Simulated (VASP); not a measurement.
# Ga3BAs4 (I-42m) in VASP: notebook

Ga3BAs4 is run at these levels: PBE; tasks: single point.

Program: VASP 6.6.1. These are calculated values, not measurements. Logs are shortened: lines on timing, memory, paths and dates and some standing lists are left out, and cuts for length are marked.

**1. The cell of the first run**

The structure is tetragonal, space group I-42m (No. 121). The conventional cell has a = 5.416 Å, b = 5.416 Å, c = 10.832 Å, α = 90.00°, β = 90.00°, γ = 90.00°. Within 3.1 Å of Ga (site symmetry -42m) lie 4 As at 2.35 Å. Ga (site symmetry -4) has 4 As at 2.35 Å within 3.1 Å. B (site symmetry -42m) has 4 As at 2.35 Å within 3.1 Å. As (site symmetry m) has 3 Ga at 2.35 Å and 1 B at 2.35 Å within 3.1 Å.

**2. Single point, PBE**

INCAR reads:

```
SYSTEM = Ga3BAs4
PREC = Accurate
ENCUT = 520
EDIFF = 1E-6
ISMEAR = 0
SIGMA = 0.1
LREAL = .FALSE.
LASPH = .TRUE.
NELM = 60
ALGO = Normal
ISIF = 2
LWAVE = .FALSE.
LCHARG = .TRUE.
GGA = PE
LELF = .TRUE.
LVHAR = .TRUE.
NBANDS = 41
```

KPOINTS reads:

```
Automatic mesh
0
G
  4 4 4
  0 0 0
```

POSCAR reads:

```
Ga3BAs4
1.0
   -2.7078789600      2.7078789600      5.4157579200
    2.7078789600     -2.7078789600      5.4157579200
    2.7078789600      2.7078789600     -5.4157579200
Ga B As
3 1 4
Direct
    0.0000000000      0.0000000000      0.0000000000
    0.2500000000      0.7500000000      0.5000000000
    0.7500000000      0.2500000000      0.5000000000
    0.5000000000      0.5000000000      0.0000000000
    0.6250000000      0.6250000000      0.5000000000
    0.1250000000      0.1250000000      0.5000000000
    0.8750000000      0.3750000000      0.0000000000
    0.3750000000      0.8750000000      0.0000000000
```

Potentials or basis: VASP PAW PBE potentials, release 64 (Ga_d, B, As).

The run is started by

```
$ cat potpaw_PBE.64/Ga_d/POTCAR potpaw_PBE.64/B/POTCAR potpaw_PBE.64/As/POTCAR > POTCAR
$ mpirun -np 1 vasp_std > vasp.out
```

OUTCAR:

```text
SYSTEM = Ga3BAs4
   PREC = Accurate
   ENCUT = 520
   EDIFF = 1E-6
   ISMEAR = 0
   LREAL = .FALSE.
   LASPH = .TRUE.
   NELM = 60
   ISIF = 2
   GGA = PE

 ion  position               nearest neighbor table
   1  0.000  0.000  0.000-   6 2.35   7 2.35   8 2.35   5 2.35
   2  0.250  0.750  0.500-   5 2.35   6 2.35   8 2.35   7 2.35
   3  0.750  0.250  0.500-   5 2.35   6 2.35   7 2.35   8 2.35
   4  0.500  0.500  0.000-   5 2.35   7 2.35   8 2.35   6 2.35
   5  0.625  0.625  0.500-   1 2.35   2 2.35   3 2.35   4 2.35
   6  0.125  0.125  0.500-   2 2.35   3 2.35   4 2.35   1 2.35
   7  0.875  0.375  0.000-   1 2.35   2 2.35   4 2.35   3 2.35
   8  0.375  0.875  0.000-   1 2.35   3 2.35   4 2.35   2 2.35

  LATTYP: Found a body centered tetragonal cell.
 ALAT       =     5.4157579200
 C/A-ratio  =     2.0000000000

  Lattice vectors:

 A1 = (  -2.7078789600,   2.7078789600,   5.4157579200)
 A2 = (   2.7078789600,  -2.7078789600,   5.4157579200)
 A3 = (   2.7078789600,   2.7078789600,  -5.4157579200)

Analysis of symmetry for initial positions (statically):
=====================================================================
 Subroutine PRICEL returns:
 Original cell was already a primitive cell.

 Routine SETGRP: Setting up the symmetry group for a
 body centered tetragonal supercell.

 Subroutine GETGRP returns: Found  8 space group operations
 (whereof  8 operations were pure point group operations)
 out of a pool of 16 trial point group operations.

The static configuration has the point symmetry D_2d.

Analysis of symmetry for dynamics (positions and initial velocities):
=====================================================================
 Subroutine PRICEL returns:
 Original cell was already a primitive cell.

 Routine SETGRP: Setting up the symmetry group for a
 body centered tetragonal supercell.

 Subroutine GETGRP returns: Found  8 space group operations
 (whereof  8 operations were pure point group operations)
 out of a pool of 16 trial point group operations.

The dynamic configuration has the point symmetry D_2d.

 Subroutine INISYM returns: Found  8 space group operations
 (whereof  8 operations are pure point group operations),
 and found     1 'primitive' translations

----------------------------------------------------------------------------------------

                                     Primitive cell

  volume of cell :     158.8465

  direct lattice vectors                    reciprocal lattice vectors
    -2.707878960  2.707878960  5.415757920     0.000000000  0.184646362  0.092323181
     2.707878960 -2.707878960  5.415757920     0.184646362  0.000000000  0.092323181
     2.707878960  2.707878960 -5.415757920     0.184646362  0.184646362  0.000000000

  length of vectors
     6.632921737  6.632921737  6.632921737     0.206440909  0.206440909  0.261129390

  position of ions in fractional coordinates (direct lattice)
     0.000000000  0.000000000  0.000000000
     0.250000000  0.750000000  0.500000000
     0.750000000  0.250000000  0.500000000
     0.500000000  0.500000000  0.000000000
     0.625000000  0.625000000  0.500000000
     0.125000000  0.125000000  0.500000000
     0.875000000  0.375000000  0.000000000
     0.375000000  0.875000000  0.000000000

  ion indices of the primitive-cell ions
   primitive index   ion index
                 1           1
                 2           2
                 3           3
                 4           4
                 5           5
                 6           6
                 7           7
                 8           8

----------------------------------------------------------------------------------------

 KPOINTS: Automatic mesh

Automatic generation of k-mesh.
 Grid dimensions read from file:
 generate k-points for:    4    4    4

 Generating k-lattice:

  Cartesian coordinates                     Fractional coordinates (reciprocal lattice)
     0.000000000  0.046161591  0.023080795     0.250000000  0.000000000  0.000000000
     0.046161591  0.000000000  0.023080795     0.000000000  0.250000000  0.000000000
     0.046161591  0.046161591  0.000000000     0.000000000  0.000000000  0.250000000

  Length of vectors
     0.051610227  0.051610227  0.065282348

  Shift w.r.t. Gamma in fractional coordinates (k-lattice)
     0.000000000  0.000000000  0.000000000

 Subroutine IBZKPT returns following result:
 ===========================================

 Found     13 irreducible k-points:

 Following reciprocal coordinates:
            Coordinates               Weight
  0.000000  0.000000  0.000000      1.000000
  0.250000  0.000000  0.000000      8.000000
  0.500000  0.000000  0.000000      4.000000
  0.250000  0.250000  0.000000      8.000000
  0.500000  0.250000  0.000000     16.000000
 -0.250000  0.250000  0.000000      4.000000
  0.500000  0.500000  0.000000      2.000000
  0.250000  0.250000  0.250000      2.000000
 -0.250000  0.250000  0.250000      4.000000
  0.500000  0.500000  0.250000      4.000000
 -0.250000  0.500000  0.250000      8.000000
 -0.250000 -0.250000  0.250000      2.000000
  0.500000  0.500000  0.500000      1.000000
   k-points           NKPTS =     13   k-points in BZ     NKDIM =     13   number of bands    NBANDS=     41
   number of dos      NEDOS =    301   number of ions     NIONS =      8
   total plane-waves  NPLWV = 125000
   dimension x,y,z NGX =    50 NGY =   50 NGZ =   50
   dimension x,y,z NGXF=   100 NGYF=  100 NGZF=  100
   ions per type =               3   1   4
   NGX,Y,Z   is equivalent  to a cutoff of  12.53, 12.53, 12.53 a.u.
   NGXF,Y,Z  is equivalent  to a cutoff of  25.06, 25.06, 25.06 a.u.
 SYSTEM =  Ga3BAs4
   PREC   = accura    normal or accurate (medium, high low for compatibility)
   ISTART =      0    job   : 0-new  1-cont  2-samecut
   ICHARG =      2    charge: 1-file 2-atom 10-const
   ISPIN  =      1    spin polarized calculation?
   LNONCOLLINEAR =      F non collinear calculations
   LSORBIT =      F    spin-orbit coupling
   LASPH  =      T    aspherical Exc in radial PAW
   ENCUT  =  520.0 eV  38.22 Ry    6.18 a.u.  12.33 12.33 12.33*2*pi/ulx,y,z
   NELM   =     60;   NELMIN=  2; NELMDL= -5     # of ELM steps
   EDIFF  = 0.1E-05   stopping-criterion for ELM
   LREAL  =      F    real-space projection
   EDIFFG = 0.1E-04   stopping-criterion for IOM
   NSW    =      0    number of steps for IOM
   IBRION =     -1    ionic relax: 0-MD 1-quasi-New 2-CG
   NFREE  =      0    steps in history (QN), initial steepest desc. (CG)
   ISIF   =      2    stress and relaxation
   ISYM   =      2    0-nonsym 1-usesym 2-fastsym
   POTIM  = 0.5000    time-step for ionic-motion
   TEBEG  =    0.0;   TEEND  =   0.0 temperature during run
   PSTRESS=    0.0 pullay stress
   NELECT =      62.0000    total number of electrons
   NUPDOWN=      -1.0000    fix difference up-down
   EMIN   =  10.00;   EMAX   =-10.00  energy-range for DOS
   EFERMI =   0.00;   METHOD = LEGACY
   ISMEAR =     0;   SIGMA  =   0.10  broadening in eV -4-tet -1-fermi 0-gaus
   EFERMI_NEDOS =   21; number of points for ismear=-14 and -15
   IALGO  =     38    algorithm
   IMIX   =      4    mixing-type and parameters
     AMIX     =   0.40;   BMIX     =  1.00
     AMIX_MAG =   1.60;   BMIX_MAG =  1.00
  volume/ion in A,a.u.               =      19.86       133.99
  Fermi-wavevector in a.u.,A,eV,Ry     =   1.196408  2.260884 19.475288  1.431393
  Thomas-Fermi vector in A             =   2.332350
   LORBIT       =      0    0 simple, 1 ext, 2 COOP (PROOUT), +10 PAW based schemes
   GGA     = PE    functional components
   LHFCALC =     F    Hartree Fock is set to
   AEXX    =    0.0000 exact exchange contribution
   IVDW    =     0    specifies the selected vdW correction
   LEPSILON=     F    determine dielectric tensor
   LRPA    =     F    only Hartree local field effects (RPA)
 non-spin polarized calculation
 Gauss-broadening in eV      SIGMA  =   0.10
  energy-cutoff  :      520.00
  volume of cell :      158.85
 maximum number of plane-waves:      4325
 NGX is ok and might be reduce to    50
   NGX = 25   NGY = 25   NGZ = 25

 number of electron      62.0000021 magnetization

 Free energy of the ion-electron system (eV)
  ---------------------------------------------------
  ext. energy  EPLUGINS =         0.00000000
  ---------------------------------------------------
  free energy    TOTEN  =       -34.05274067 eV

  energy without entropy =      -34.05274067  energy(sigma->0) =      -34.05274067

 E-fermi :   5.0223     XC(G=0):  -9.8952

 val. band max:        4.6048610661   @ k =   0.0000   0.0000   0.0000
 cond. band min:       5.4573615988   @ k =   0.5000   0.5000   0.0000
 fundamental gap:      0.8525005327
 Fermi energy:         5.0222534518

 k-point     1 :       0.0000    0.0000    0.0000
  band No.  band energies     occupation
      1     -10.5772      2.00000
      2     -10.5712      2.00000
      3     -10.5712      2.00000
      4     -10.4457      2.00000
      5     -10.4357      2.00000
      6     -10.4357      2.00000
[... 33 lines left out ...]
     40       9.6494      0.00000
     41      10.0502      0.00000

 k-point     2 :       0.2500    0.0000    0.0000
  band No.  band energies     occupation
      1     -10.5763      2.00000
      2     -10.5679      2.00000
      3     -10.5631      2.00000
      4     -10.4621      2.00000
      5     -10.4404      2.00000
      6     -10.4287      2.00000
[... 33 lines left out ...]
     40       9.4371      0.00000
     41       9.8360      0.00000

 k-point     3 :       0.5000    0.0000    0.0000
  band No.  band energies     occupation
      1     -10.5797      2.00000
      2     -10.5622      2.00000
      3     -10.5458      2.00000
      4     -10.4902      2.00000
      5     -10.4328      2.00000
      6     -10.4258      2.00000
[... 391 lines left out ...]
      2     -10.5768      2.00000
      3     -10.5668      2.00000
      4     -10.4690      2.00000
      5     -10.4241      2.00000
      6     -10.4241      2.00000
[... 33 lines left out ...]
     40       8.9615      0.00000
     41       8.9615      0.00000

 k-point    13 :       0.5000    0.5000    0.5000
  band No.  band energies     occupation
      1     -10.5817      2.00000
      2     -10.5817      2.00000
      3     -10.5503      2.00000
      4     -10.4969      2.00000
      5     -10.4071      2.00000
      6     -10.4071      2.00000
[... 33 lines left out ...]
     40      10.2834      0.00000
     41      10.2834      0.00000

------------------------ aborting loop because EDIFF is reached ----------------------------------------

  FORCE on cell =-STRESS in cart. coord.  units (eV):
  Direction    XX          YY          ZZ          XY          YZ          ZX
  --------------------------------------------------------------------------------------
  -------------------------------------------------------------------------------------
  Total        6.9681967      6.9681967      6.8929486      0.0000000      0.0000000      0.0000000
  in kB       70.2834796     70.2834796     69.5245033      0.0000000      0.0000000      0.0000000
  external PRESSURE =      70.0304875 kB  Pullay stress =       0.0000000 kB

 VOLUME and BASIS-vectors are now :
 -----------------------------------------------------------------------------
  energy-cutoff  :      520.00
  volume of cell :      158.85
      direct lattice vectors                 reciprocal lattice vectors
    -2.707878960  2.707878960  5.415757920     0.000000000  0.184646362  0.092323181
     2.707878960 -2.707878960  5.415757920     0.184646362  0.000000000  0.092323181
     2.707878960  2.707878960 -5.415757920     0.184646362  0.184646362  0.000000000

 POSITION                                       TOTAL-FORCE (eV/Angst)
 -----------------------------------------------------------------------------------
      0.00000      0.00000      0.00000        -0.000000     -0.000000     -0.000000
      2.70788      0.00000      2.70788        -0.000000      0.000000      0.000000
      0.00000      2.70788      2.70788        -0.000000      0.000000      0.000000
      0.00000      0.00000      5.41576        -0.000000      0.000000      0.000000
      1.35394      1.35394      4.06182        -1.576805     -1.576805      1.470319
      1.35394      1.35394     -1.35394         1.576805      1.576805      1.470319
     -1.35394      1.35394      6.76970         1.576805     -1.576805     -1.470319
      1.35394     -1.35394      6.76970        -1.576805      1.576805     -1.470319
 -----------------------------------------------------------------------------------
    total drift:                               -0.000010     -0.000010     -0.000007

  FREE ENERGIE OF THE ION-ELECTRON SYSTEM (eV)
  ---------------------------------------------------
  free  energy   TOTEN  =       -34.0527406731 eV

  energy  without entropy=      -34.0527406731  energy(sigma->0) =      -34.05274067
```

It took 2 min on 1 thread of Intel Xeon 6975P-C (Granite Rapids), shared host; peak memory 0.37 GiB.

Results:

| Quantity | Value |
| --- | --- |
| Free energy | -34.0527 eV |
| Pressure | 7.0 GPa |
| Largest force | 2.671 eV/Å |
| Band gap on the k mesh | 0.85 eV, indirect (least direct gap 1.10 eV) |

Forces in eV/Å, atoms in the order of the input:
```
Ga   0.000  0.000  0.000
Ga   0.000  0.000  0.000
Ga   0.000  0.000  0.000
B    0.000  0.000  0.000
As  -1.577 -1.577  1.470
As   1.577  1.577  1.470
As   1.577 -1.577 -1.470
As  -1.577  1.577 -1.470
```

Stress tensor (GPa, compression positive):
```
7.03 0.00 0.00
0.00 7.03 0.00
0.00 0.00 6.95
```

Levels at points of the mesh, in eV from the valence-band top:
| k point | band 27 | band 28 | band 29 | band 30 | band 31 | band 32 | band 33 | band 34 | band 35 | band 36 |
| --- | --- | --- | --- | --- | --- | --- | --- | --- | --- | --- |
| (0.00, 0.00, 0.00) | -3.08 | -3.08 | -0.03 | 0.00 | 0.00 | 1.10 | 1.33 | 1.70 | 3.16 | 3.18 |
| (0.50, 0.00, 0.00) | -2.75 | -2.70 | -2.67 | -1.57 | -1.49 | 2.69 | 2.85 | 3.41 | 3.54 | 3.62 |
| (0.50, 0.50, 0.00) | -1.44 | -1.41 | -1.36 | -1.26 | -1.26 | 0.85 | 1.52 | 2.58 | 3.08 | 3.95 |
| (0.50, 0.50, 0.50) | -3.05 | -2.03 | -2.03 | -1.94 | -1.94 | 1.06 | 1.32 | 1.32 | 1.69 | 1.82 |

Caveat: forces of over 1 eV/Å act on the atoms, so gaps and moduli don't describe the material at rest. A k mesh can miss the band edges.

**3. Single point, PBE**

This run uses another cell than the first one, of 20.82 Å³/atom, 1.049 times its volume.

INCAR reads:

```
SYSTEM = Ga3BAs4
ALGO = Normal
EDIFF = 1E-7
ENCUT = 520
GGA = PE
ISIF = 2
ISMEAR = 0
LASPH = .TRUE.
LCHARG = .FALSE.
LREAL = .FALSE.
LWAVE = .FALSE.
NBANDS = 41
NELM = 100
PREC = Accurate
SIGMA = 0.1
```

KPOINTS reads:

```
k-points
0
G
  4 4 4
  0 0 0
```

POSCAR reads:

```
Ga3BAs4
1.0
   -2.7582240656      2.7582240656      5.4741478839
    2.7582240656     -2.7582240656      5.4741478839
    2.7582240656      2.7582240656     -5.4741478839
Ga B As
3 1 4
Direct
    0.0000000000      0.0000000000      0.0000000000
    0.2500000000      0.7500000000      0.5000000000
    0.7500000000      0.2500000000      0.5000000000
    0.5000000000      0.5000000000      0.0000000000
    0.6056215404      0.6056215404      0.4406930713
    0.1649284691      0.1649284691      0.5593069287
    0.8350715309      0.3943784596      0.0000000000
    0.3943784596      0.8350715309      0.0000000000
```

Potentials or basis: VASP PAW PBE potentials, release 64 (Ga_d, B, As).

The run is started by

```
$ cat potpaw_PBE.64/Ga_d/POTCAR potpaw_PBE.64/B/POTCAR potpaw_PBE.64/As/POTCAR > POTCAR
$ mpirun -np 1 vasp_std > vasp.out
```

Wall time 2.4 min (1 thread of Intel Xeon 6975P-C (Granite Rapids), shared host); peak memory 0.38 GiB.

Results (log left out):

* Free energy: -35.6381 eV
* Pressure: 0.2 GPa
* Largest force: 0.010 eV/Å
* Band gap on the k mesh: 0.67 eV, direct

Forces on the atoms (eV/Å):
```
Ga   0.000  0.000  0.000
Ga   0.000  0.000  0.000
Ga   0.000  0.000  0.000
B    0.000  0.000  0.000
As   0.005  0.005 -0.007
As  -0.005 -0.005 -0.007
As  -0.005  0.005  0.007
As   0.005 -0.005  0.007
```

Levels at points of the mesh, in eV from the valence-band top:
```csv
k point,band 29,band 30,band 31,band 32,band 33,band 34
"(0.00, 0.00, 0.00)",-0.12,0.00,0.00,0.67,1.17,1.38
"(0.50, 0.00, 0.00)",-2.18,-1.52,-1.13,2.63,2.91,3.04
"(0.50, 0.50, 0.00)",-1.12,-0.95,-0.78,0.76,1.07,2.23
"(0.50, 0.50, 0.50)",-1.92,-1.52,-1.52,1.27,1.36,1.53
```
